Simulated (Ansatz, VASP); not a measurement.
# Si2SnB3: VASP beside Ansatz

```
Si Sn B
1.0
     1.71645   -2.93319    0.00000
     1.71645    2.93319    0.00000
     0.00000    0.00000    8.22423
Si Sn B
2 1 3
Direct
  0.00000 0.00000 0.20685
  0.00000 0.00000 0.79315
  0.50000 0.50000 0.50000
  0.00000 0.50000 0.00000
  0.50000 0.00000 0.00000
  0.50000 0.50000 0.00000
```

Alike in both runs: functional PBE; k mesh 10 × 10 × 4; occupations gaussian, width 0.1 eV; no spin polarisation.

Ansatz relaxed the structure, and its values are those at the end. VASP's run is a single point on that final structure, the one shown.

|  | VASP | Ansatz |
| --- | --- | --- |
| version | VASP 6.6.1 | Ansatz 0.2.0 |
| potentials or method | VASP PAW PBE potentials, release 64 (Si, Sn_d, B), cutoff 520 eV | scalar-relativistic, plane waves, PAW |
| valence electrons in the cell | 31 | 31 |

```csv
,VASP,Ansatz,Ansatz less VASP
gap on the k mesh at the Fermi level (eV),none,none,-
pressure (GPa),0.0,0.0,+0.04
```

A gap of «none» marks a metal or a gap that the smearing closes.
